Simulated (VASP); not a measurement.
**Ta: single point with PBE**

Ta:

```xyz
2
Lattice="3.3200 0.0000 0.0000 0.0000 3.3200 0.0000 0.0000 0.0000 3.3200" Properties=species:S:1:pos:R:3 pbc="T T T"
Ta    0.0000    0.0000    0.0000
Ta    1.6600    1.6600    1.6600
```

* Program: VASP 6.6.1
* Task: single point
* Functional: PBE
* Potentials or basis: VASP PAW PBE potentials, release 64 (Ta_pv)
* Cutoff: 520 eV
* k mesh: 8 × 8 × 8
* Occupations: methfessel-paxton, width 0.05 eV
* Spin: collinear spin, zero start
* Starting moments: [0.0, 0.0] μB

```
Pressure                                              : 0.3 GPa
Band gap on the k mesh                                : zero (filled and empty bands overlap)
Net moment                                            : 0.00 μB per cell
Valence electrons inside the program's atomic spheres : Ta 8.90
```

Levels at points of the mesh, in eV from the Fermi level:
Spin up:
```csv
k point,band 9,band 10,band 11,band 12,band 13,band 14
"(0.00, 0.00, 0.00)",-3.69,0.75,0.75,0.75,3.97,3.97
"(0.50, 0.00, 0.00)",-0.87,-0.87,1.26,1.26,1.26,1.26
"(0.50, 0.50, 0.00)",-1.48,-1.48,1.54,1.54,3.84,3.84
"(0.50, 0.50, 0.50)",-1.20,-1.20,-1.20,-1.20,5.01,5.01
```
Spin down:
| k point | band 9 | band 10 | band 11 | band 12 | band 13 | band 14 |
| --- | --- | --- | --- | --- | --- | --- |
| (0.00, 0.00, 0.00) | -3.69 | 0.75 | 0.75 | 0.75 | 3.97 | 3.97 |
| (0.50, 0.00, 0.00) | -0.87 | -0.87 | 1.26 | 1.26 | 1.26 | 1.26 |
| (0.50, 0.50, 0.00) | -1.48 | -1.48 | 1.54 | 1.54 | 3.84 | 3.84 |
| (0.50, 0.50, 0.50) | -1.20 | -1.20 | -1.20 | -1.20 | 5.01 | 5.01 |

Wall time 26 s on 1 thread of AMD EPYC 9R45 96-Core Processor (Zen 5), with other jobs on the host, peak memory 0.16 GiB.

Caveat: spin-orbit coupling is left out, which moves the levels of the heavy elements.
